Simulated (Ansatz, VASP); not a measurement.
## Mg: VASP beside Ansatz

File INCAR:

```
PREC     = Accurate       # precision mode
ENCUT    = 520            # plane-wave cutoff, eV
EDIFF    = 1E-7           # SCF threshold, eV
ISMEAR   = 0              # smearing method
SIGMA    = 0.1            # smearing width, eV
LREAL    = False          # projectors in reciprocal space
LASPH    = True           # aspherical terms in the spheres
NELM     = 60             # most SCF steps
ALGO     = Normal         # electronic algorithm
ISIF     = 2              # what is computed and relaxed
LWAVE    = False          # write WAVECAR
LCHARG   = False          # write CHGCAR
GGA      = PE             # functional
NBANDS   = 10             # bands
```

File KPOINTS:

```
regular mesh
0
Gamma
  4 4 4
```

The input POSCAR:

```
Mg
1.0
    0.0000000000      3.4620473500      3.4620473500
    3.4620473500      0.0000000000      3.4620473500
    3.4620473500      3.4620473500      0.0000000000
Mg
3
Direct
    0.2500000000      0.2500000000      0.2500000000
    0.5000000000      0.5000000000      0.5000000000
    0.7500000000      0.7500000000      0.7500000000
```

Input for Ansatz:

```yaml
crystal:
  lattice:
    - [0.0, 3.46204735, 3.46204735]
    - [3.46204735, 0.0, 3.46204735]
    - [3.46204735, 3.46204735, 0.0]
  atoms:
    - { symbol: Mg, position: [0.25, 0.25, 0.25] }
    - { symbol: Mg, position: [0.5, 0.5, 0.5] }
    - { symbol: Mg, position: [0.75, 0.75, 0.75] }
basis:
  ecutwfc: 420
kpoints:
  mp_grid: { grid: [4, 4, 4] }
hamiltonian:
  xc: pbe
scf:
  occupations: { method: gaussian, width: 0.1 }
  lower_state_search: "off"
output:
  forces: true
  stress: true
  eigenvalues: true
```

Alike in both runs: task single point; functional PBE; k mesh 4 × 4 × 4; occupations gaussian, width 0.1 eV; no spin polarisation.

|  | VASP | Ansatz |
| --- | --- | --- |
| version | VASP 6.6.1 | Ansatz 0.2.0 |
| potentials or method | VASP PAW PBE potentials, release 64 (Mg), cutoff 520 eV | scalar-relativistic, plane waves, PAW |
| valence electrons in the cell | 6 | 30 |

|  | VASP | Ansatz | Ansatz less VASP |
| --- | --- | --- | --- |
| gap on the k mesh at the Fermi level (eV) | none | none | - |
| pressure (GPa) | 0.5 | 0.6 | +0.07 |

A gap of «none» marks a metal or a gap that the smearing closes. VASP's potentials hold 6 valence electrons a cell and Ansatz's 30, so a difference there can come from the potentials and not from the codes.

The k mesh is coarse, so the values compare programs but aren't converged.
